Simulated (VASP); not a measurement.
# C (P-3m1) in VASP: notebook

Runs on C. Level: PBEsol. Tasks: single point.

Everything below comes from runs of VASP 6.6.1. Logs are shortened: lines on timing, memory, paths and dates and some standing lists are left out, and cuts for length are marked.

### Step 1. The cell of the first run

Symmetry: P-3m1, No. 164, trigonal system. The conventional cell has a = 2.459 Å, b = 2.459 Å, c = 10.494 Å, α = 90.00°, β = 90.00°, γ = 120.00°. Within 1.9 Å of C (site symmetry 3m) lie 3 C at 1.42 Å. Within 1.9 Å of C (site symmetry 3m) lie 3 C at 1.42 Å. Within 1.9 Å of C (site symmetry 3m) lie 3 C at 1.42 Å.

### Step 2. Single point, PBEsol (the distance across one plane changed)

The input, INCAR:

```
SYSTEM = C
PREC = Accurate
ENCUT = 520
EDIFF = 1E-7
ISMEAR = 0
SIGMA = 0.05
LREAL = .FALSE.
LASPH = .TRUE.
NELM = 100
ALGO = Normal
ISIF = 2
LWAVE = .FALSE.
LCHARG = .TRUE.
GGA = PS
LELF = .TRUE.
LVHAR = .TRUE.
NBANDS = 21
```

The input, KPOINTS:

```
Automatic mesh
0
G
  15 15 3
  0 0 0
```

The input, POSCAR:

```
C
1.0
   -2.4589102530      0.0000000000      0.0000000000
   -1.2294551265     -2.1294787447      0.0000000000
    0.0000000000      0.0000000000     10.4943044874
C
6
Direct
    0.6666666667      0.6666666667      0.1713861744
    1.0000000000      0.0000000000      0.8571107977
    0.3333333333      0.3333333333      0.5142484860
    0.6666666667      0.6666666667      0.8571664744
    1.0000000000      1.0000000000      0.5143041627
    0.3333333333      0.3333333333      0.1714418510
```

Potentials or basis: VASP PAW PBE potentials, release 64 (C).

Command:

```bash
> cat potpaw_PBE.64/C/POTCAR > POTCAR
> mpirun -np 1 vasp_std > vasp.out
```

OUTCAR:

```text
SYSTEM = C
   PREC = Accurate
   ENCUT = 520
   EDIFF = 1E-7
   ISMEAR = 0
   LREAL = .FALSE.
   LASPH = .TRUE.
   NELM = 100
   ISIF = 2
   GGA = PS

 ion  position               nearest neighbor table
   1  0.667  0.667  0.171-   6 1.42   6 1.42   6 1.42
   2  0.000  0.000  0.857-   4 1.42   4 1.42   4 1.42
   3  0.333  0.333  0.514-   5 1.42   5 1.42   5 1.42
   4  0.667  0.667  0.857-   2 1.42   2 1.42   2 1.42
   5  0.000  0.000  0.514-   3 1.42   3 1.42   3 1.42
   6  0.333  0.333  0.171-   1 1.42   1 1.42   1 1.42

  LATTYP: Found a hexagonal cell.
 ALAT       =     2.4589102530
 C/A-ratio  =     4.2678680422

  Lattice vectors:

 A1 = (   1.2294551265,   2.1294787447,   0.0000000000)
 A2 = (  -2.4589102530,   0.0000000000,   0.0000000000)
 A3 = (   0.0000000000,   0.0000000000,  10.4943044874)

Analysis of symmetry for initial positions (statically):
=====================================================================
 Subroutine PRICEL returns:
 Original cell was already a primitive cell.

 Routine SETGRP: Setting up the symmetry group for a
 hexagonal supercell.

 Subroutine GETGRP returns: Found 12 space group operations
 (whereof  6 operations were pure point group operations)
 out of a pool of 24 trial point group operations.

The static configuration has the point symmetry C_3v.
 The point group associated with its full space group is D_3d.

Analysis of symmetry for dynamics (positions and initial velocities):
=====================================================================
 Subroutine PRICEL returns:
 Original cell was already a primitive cell.

 Routine SETGRP: Setting up the symmetry group for a
 hexagonal supercell.

 Subroutine GETGRP returns: Found 12 space group operations
 (whereof  6 operations were pure point group operations)
 out of a pool of 24 trial point group operations.

The dynamic configuration has the point symmetry C_3v.
 The point group associated with its full space group is D_3d.

 Subroutine INISYM returns: Found 12 space group operations
 (whereof  6 operations are pure point group operations),
 and found     1 'primitive' translations

----------------------------------------------------------------------------------------

                                     Primitive cell

  volume of cell :      54.9502

  direct lattice vectors                    reciprocal lattice vectors
    -2.458910253  0.000000000  0.000000000    -0.406684221  0.234799244  0.000000000
    -1.229455126 -2.129478745  0.000000000     0.000000000 -0.469598489  0.000000000
     0.000000000  0.000000000 10.494304487     0.000000000  0.000000000  0.095289783

  length of vectors
     2.458910253  2.458910253 10.494304487     0.469598489  0.469598489  0.095289783

  position of ions in fractional coordinates (direct lattice)
     0.666666667  0.666666667  0.171386174
     0.000000000  0.000000000  0.857110798
     0.333333333  0.333333333  0.514248486
     0.666666667  0.666666667  0.857166474
     0.000000000  0.000000000  0.514304163
     0.333333333  0.333333333  0.171441851

  ion indices of the primitive-cell ions
   primitive index   ion index
                 1           1
                 2           2
                 3           3
                 4           4
                 5           5
                 6           6

----------------------------------------------------------------------------------------

 KPOINTS: Automatic mesh

Automatic generation of k-mesh.
 Grid dimensions read from file:
 generate k-points for:   15   15    3

 Generating k-lattice:

  Cartesian coordinates                     Fractional coordinates (reciprocal lattice)
    -0.027112281  0.015653283  0.000000000     0.066666667  0.000000000  0.000000000
     0.000000000 -0.031306566  0.000000000     0.000000000  0.066666667  0.000000000
     0.000000000  0.000000000  0.031763261     0.000000000  0.000000000  0.333333333

  Length of vectors
     0.031306566  0.031306566  0.031763261

  Shift w.r.t. Gamma in fractional coordinates (k-lattice)
     0.000000000  0.000000000  0.000000000

 Subroutine IBZKPT returns following result:
 ===========================================

 Found     73 irreducible k-points:

 Following reciprocal coordinates:
            Coordinates               Weight
  0.000000  0.000000  0.000000      1.000000
  0.066667  0.000000  0.000000      6.000000
  0.133333 -0.000000  0.000000      6.000000
  0.200000  0.000000  0.000000      6.000000
  0.266667 -0.000000  0.000000      6.000000
  0.333333 -0.000000  0.000000      6.000000
[... 16 lines left out ...]
 -0.466667  0.200000  0.000000     12.000000
 -0.400000  0.200000  0.000000      6.000000
 [... further k-points ...]
   k-points           NKPTS =     73   k-points in BZ     NKDIM =     73   number of bands    NBANDS=     21
   number of dos      NEDOS =    301   number of ions     NIONS =      6
   total plane-waves  NPLWV =  25920
   dimension x,y,z NGX =    18 NGY =   18 NGZ =   80
   dimension x,y,z NGXF=    36 NGYF=   36 NGZF=  160
   ions per type =               6
   NGX,Y,Z   is equivalent  to a cutoff of  12.17, 12.17, 12.67 a.u.
   NGXF,Y,Z  is equivalent  to a cutoff of  24.34, 24.34, 25.35 a.u.
 SYSTEM =  C
   PREC   = accura    normal or accurate (medium, high low for compatibility)
   ISTART =      0    job   : 0-new  1-cont  2-samecut
   ICHARG =      2    charge: 1-file 2-atom 10-const
   ISPIN  =      1    spin polarized calculation?
   LNONCOLLINEAR =      F non collinear calculations
   LSORBIT =      F    spin-orbit coupling
   LASPH  =      T    aspherical Exc in radial PAW
   ENCUT  =  520.0 eV  38.22 Ry    6.18 a.u.   4.57  4.57 19.51*2*pi/ulx,y,z
   NELM   =    100;   NELMIN=  2; NELMDL= -5     # of ELM steps
   EDIFF  = 0.1E-06   stopping-criterion for ELM
   LREAL  =      F    real-space projection
   EDIFFG = 0.1E-05   stopping-criterion for IOM
   NSW    =      0    number of steps for IOM
   IBRION =     -1    ionic relax: 0-MD 1-quasi-New 2-CG
   NFREE  =      0    steps in history (QN), initial steepest desc. (CG)
   ISIF   =      2    stress and relaxation
   ISYM   =      2    0-nonsym 1-usesym 2-fastsym
   POTIM  = 0.5000    time-step for ionic-motion
   TEBEG  =    0.0;   TEEND  =   0.0 temperature during run
   PSTRESS=    0.0 pullay stress
   NELECT =      24.0000    total number of electrons
   NUPDOWN=      -1.0000    fix difference up-down
   EMIN   =  10.00;   EMAX   =-10.00  energy-range for DOS
   EFERMI =   0.00;   METHOD = LEGACY
   ISMEAR =     0;   SIGMA  =   0.05  broadening in eV -4-tet -1-fermi 0-gaus
   EFERMI_NEDOS =   21; number of points for ismear=-14 and -15
   IALGO  =     38    algorithm
   IMIX   =      4    mixing-type and parameters
     AMIX     =   0.40;   BMIX     =  1.00
     AMIX_MAG =   1.60;   BMIX_MAG =  1.00
  volume/ion in A,a.u.               =       9.16        61.80
  Fermi-wavevector in a.u.,A,eV,Ry     =   1.242097  2.347222 20.991121  1.542804
  Thomas-Fermi vector in A             =   2.376466
   LORBIT       =      0    0 simple, 1 ext, 2 COOP (PROOUT), +10 PAW based schemes
   GGA     = PS    functional components
   LHFCALC =     F    Hartree Fock is set to
   AEXX    =    0.0000 exact exchange contribution
   IVDW    =     0    specifies the selected vdW correction
   LEPSILON=     F    determine dielectric tensor
   LRPA    =     F    only Hartree local field effects (RPA)
 non-spin polarized calculation
 Gauss-broadening in eV      SIGMA  =   0.05
  energy-cutoff  :      520.00
  volume of cell :       54.95
 maximum number of plane-waves:      1505
   NGX =  9   NGY =  9   NGZ = 39

 number of electron      23.9999993 magnetization

 Free energy of the ion-electron system (eV)
  ---------------------------------------------------
  ext. energy  EPLUGINS =         0.00000000
  ---------------------------------------------------
  free energy    TOTEN  =       -57.86176438 eV

  energy without entropy =      -57.86176438  energy(sigma->0) =      -57.86176438

 E-fermi :   4.2750     XC(G=0): -10.2609

 val. band max:        4.0702086964   @ k =  -0.3333   0.3333   0.0000
 cond. band min:       4.5024488903   @ k =  -0.3333   0.3333   0.0000
 fundamental gap:      0.4322401939
 Fermi energy:         4.2750008935

 k-point     1 :       0.0000    0.0000    0.0000
  band No.  band energies     occupation
      1     -15.3650      2.00000
      2     -15.2147      2.00000
      3     -15.1587      2.00000
      4      -3.9516      2.00000
      5      -3.7069      2.00000
      6      -2.5246      2.00000
[... 13 lines left out ...]
     20      12.6698      0.00000
     21      12.6698      0.00000

 k-point     2 :       0.0667    0.0000    0.0000
  band No.  band energies     occupation
      1     -15.2585      2.00000
      2     -15.1093      2.00000
      3     -15.0536      2.00000
      4      -3.8230      2.00000
      5      -3.5790      2.00000
      6      -2.4021      2.00000
[... 13 lines left out ...]
     20      13.1012      0.00000
     21      13.1263      0.00000

 k-point     3 :       0.1333   -0.0000    0.0000
  band No.  band energies     occupation
      1     -14.9399      2.00000
      2     -14.7939      2.00000
      3     -14.7389      2.00000
      4      -3.4391      2.00000
      5      -3.1971      2.00000
      6      -2.0371      2.00000
[... 13 lines left out ...]
     20      14.3574      0.00000
     21      14.3816      0.00000
[... 457 lines left out ...]
 k-point    23 :      -0.4667    0.2000    0.0000
  band No.  band energies     occupation
      1     -10.3639      2.00000
      2     -10.2631      2.00000
      3     -10.2224      2.00000
      4      -7.3903      2.00000
      5      -7.3211      2.00000
      6      -7.2906      2.00000
[... 13 lines left out ...]
     20      15.4178      0.00000
     21      15.7815      0.00000

 k-point    24 :      -0.4000    0.2000    0.0000
  band No.  band energies     occupation
      1      -9.3572      2.00000
      2      -9.3363      2.00000
      3      -9.2820      2.00000
      4      -8.4227      2.00000
      5      -8.4110      2.00000
      6      -8.3779      2.00000
[... 13 lines left out ...]
     20      15.7994      0.00000
     21      15.8293      0.00000

 [... further k-points ...]

------------------------ aborting loop because EDIFF is reached ----------------------------------------

  FORCE on cell =-STRESS in cart. coord.  units (eV):
  Direction    XX          YY          ZZ          XY          YZ          ZX
  --------------------------------------------------------------------------------------
  -------------------------------------------------------------------------------------
  Total        0.3289566      0.3289566      0.1732189      0.0000000     -0.0000000     -0.0000000
  in kB        9.5913445      9.5913445      5.0505216      0.0000000     -0.0000000     -0.0000000
  external PRESSURE =       8.0777369 kB  Pullay stress =       0.0000000 kB

 VOLUME and BASIS-vectors are now :
 -----------------------------------------------------------------------------
  energy-cutoff  :      520.00
  volume of cell :       54.95
      direct lattice vectors                 reciprocal lattice vectors
    -2.458910253  0.000000000  0.000000000    -0.406684221  0.234799244  0.000000000
    -1.229455126 -2.129478745  0.000000000     0.000000000 -0.469598489  0.000000000
     0.000000000  0.000000000 10.494304487     0.000000000  0.000000000  0.095289783

 POSITION                                       TOTAL-FORCE (eV/Angst)
 -----------------------------------------------------------------------------------
     -2.45891     -1.41965      1.79858        -0.000000     -0.000000      0.021378
      0.00000      0.00000      8.99478         0.000000      0.000000     -0.038321
     -1.22946     -0.70983      5.39668        -0.000000      0.000000     -0.002123
     -2.45891     -1.41965      8.99537         0.000000      0.000000     -0.021378
      0.00000      0.00000      5.39726         0.000000     -0.000000      0.002123
     -1.22946     -0.70983      1.79916        -0.000000      0.000000      0.038321
 -----------------------------------------------------------------------------------
    total drift:                               -0.000000     -0.000000      0.000012

  FREE ENERGIE OF THE ION-ELECTRON SYSTEM (eV)
  ---------------------------------------------------
  free  energy   TOTEN  =       -57.8617643834 eV

  energy  without entropy=      -57.8617643834  energy(sigma->0) =      -57.86176438
```

Wall time 68 s (1 thread of Intel Xeon Platinum 8124M at 3.00GHz (Skylake/Cascade Lake), shared host); peak memory 0.19 GiB.

Results:

| Quantity | Value |
| --- | --- |
| Free energy | -57.8618 eV |
| Pressure | 0.8 GPa |
| Largest force | 0.038 eV/Å |

Forces on the atoms (eV/Å):
```
C    0.000  0.000  0.021
C    0.000  0.000 -0.038
C    0.000  0.000 -0.002
C    0.000  0.000 -0.021
C    0.000  0.000  0.002
C    0.000  0.000  0.038
```

Caveat: the cell differs from its parent crystal (the distance across one plane changed); this functional lacks dispersion, which binds layers or chains, so the pressure and a relaxed spacing across them are unreliable; the PAW data sets were made with another functional, which shifts forces and pressure a little.

[end of part 1 of 2]
